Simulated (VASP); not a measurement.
Runs of VASP 6.6.1 on Al. The structure is cubic, space group Im-3m (No. 229). Conventional cell: a = 3.182 Å, b = 3.182 Å, c = 3.182 Å, α = 90.00°, β = 90.00°, γ = 90.00°. Al (site symmetry m-3m) has 14 Al at 2.76 to 3.18 Å within 3.6 Å. 

```csv
k mesh,gap on the mesh (eV),pressure (GPa)
12 × 12 × 12,none,2.3
4 × 4 × 4,none,(a)
8 × 8 × 8,none,2.9
3 × 3 × 3,none,2.4
10 × 10 × 10,none,2.8
6 × 6 × 6,none,2.8
```

Alike in all rows: task single point; level PBEsol; potentials or basis VASP PAW PBE potentials, release 64 (Al); no spin polarisation; cell as given; cutoff (eV) 520; smearing methfessel-paxton 0.1 eV.

Question: Fill in the values left out.

Answer: (a) 3.0.

Caveats: some runs use coarse meshes; the PAW data sets were made with another functional, which shifts forces and pressure a little.

A gap of «none» marks levels without a gap at the run's occupations.
